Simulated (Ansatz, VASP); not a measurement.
## One calculation of MgO, two programs

File INCAR:

```
SYSTEM = MgO
PREC     = Accurate       ! precision mode
ENCUT    = 520            ! plane-wave cutoff, eV
EDIFF    = 1E-6           ! SCF threshold, eV
ISMEAR   = 0              ! smearing method
SIGMA    = 0.05           ! smearing width, eV
LREAL    = .False.        ! projectors in reciprocal space
LASPH    = .True.         ! aspherical terms in the spheres
NELM     = 80             ! most SCF steps
ALGO     = Normal         ! electronic algorithm
ISIF     = 2              ! what is computed and relaxed
LWAVE    = .False.        ! write WAVECAR
LCHARG   = .False.        ! write CHGCAR
GGA      = PS             ! functional
NBANDS   = 26             ! bands
```

KPOINTS

```
Automatic mesh
0
Gamma
  6 6 6
  0 0 0
```

POSCAR

```
MgO
1.0
    4.2142114404      0.0000000000      0.0000000000
    0.0000000000     -4.2142114404      0.0000000000
    0.0000000000      0.0000000000     -4.2142114404
Mg O
4 4
Direct
    0.0000000000      0.0000000000      0.0000000000
    0.5000000000      0.5000000000      0.0000000000
    0.5000000000      0.0000000000      0.5000000000
    0.0000000000      0.5000000000      0.5000000000
    0.4822030762      0.0000000000      0.0000000000
    0.0000000000      0.5000000000      0.0000000000
    0.0000000000      0.0000000000      0.5000000000
    0.5000000000      0.5000000000      0.5000000000
```

Input for Ansatz:

```yaml
crystal:
  lattice:
    - [4.2142114404, 0.0, 0.0]
    - [0.0, -4.2142114404, 0.0]
    - [0.0, 0.0, -4.2142114404]
  atoms:
    - { symbol: Mg, position: [0.0, 0.0, 0.0] }
    - { symbol: Mg, position: [0.5, 0.5, 0.0] }
    - { symbol: Mg, position: [0.5, 0.0, 0.5] }
    - { symbol: Mg, position: [0.0, 0.5, 0.5] }
    - { symbol: O, position: [0.4822030762, 0.0, 0.0] }
    - { symbol: O, position: [0.0, 0.5, 0.0] }
    - { symbol: O, position: [0.0, 0.0, 0.5] }
    - { symbol: O, position: [0.5, 0.5, 0.5] }
basis:
  ecutwfc: 420
kpoints:
  mp_grid: { grid: [6, 6, 6] }
hamiltonian:
  xc: pbesol
scf:
  occupations: { method: gaussian, width: 0.05 }
output:
  forces: true
  stress: true
  eigenvalues: true
```

Alike in both runs: task single point; functional PBEsol; k mesh 6 × 6 × 6; occupations gaussian, width 0.05 eV; no spin polarisation.

```csv
,VASP,Ansatz
version,VASP 6.6.1,Ansatz 0.2.0
potentials or method,"VASP PAW PBE potentials, release 64 (Mg, O), cutoff 520 eV","scalar-relativistic, plane waves, PAW"
valence electrons in the cell,32,64
```

Ansatz gave:

- gap on the k mesh at the Fermi level (eV): 4.61
- least direct gap on the mesh (eV): 4.61
- pressure (GPa): 0.2
- traceless stress, the component that is largest in VASP (GPa): 0.29
- rms of the force components (eV/Å): 0.185

Task: Which values does VASP return?

Result: gap on the k mesh at the Fermi level (eV): 4.61; least direct gap on the mesh (eV): 4.61; pressure (GPa): -0.4; traceless stress, the component that is largest in VASP (GPa): 0.30; rms of the force components (eV/Å): 0.187.

VASP's potentials were made for PBE, not for PBEsol. Atom by atom the forces differ by 0.002 eV/Å (rms over components). VASP's potentials hold 32 valence electrons a cell and Ansatz's 64, so a difference there can come from the potentials and not from the codes.
